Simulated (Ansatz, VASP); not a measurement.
## One calculation of Li2O, two programs

```
Li O
1.0
     0.00000    2.31276    2.31276
     2.31276    0.00000    2.31276
     2.31276    2.31276    0.00000
Li O
2 1
Direct
  0.25000 0.25000 0.25000
  0.75000 0.75000 0.75000
  0.00000 0.00000 0.00000
```

Alike in both runs: functional PBE; k mesh 8 × 8 × 8; occupations gaussian, width 0.02 eV; no spin polarisation.

Ansatz relaxed the structure, and its values are those at the end. VASP's run is a single point on that final structure, the one shown.

|  | VASP | Ansatz |
| --- | --- | --- |
| version | VASP 6.6.1 | Ansatz 0.2.0 |
| potentials or method | VASP PAW PBE potentials, release 64 (Li_sv, O), cutoff 750 eV | scalar-relativistic, plane waves, PAW |
| valence electrons in the cell | 12 | 12 |

```tsv
	VASP	Ansatz	Ansatz less VASP
gap on the k mesh at the Fermi level (eV)	4.97	4.98	+0.013
least direct gap on the mesh (eV)	5.24	5.24	0.000
pressure (GPa)	-0.3	0.0	+0.34
```

With one functional, cell and mesh, what is left measures potentials, basis and numerics.
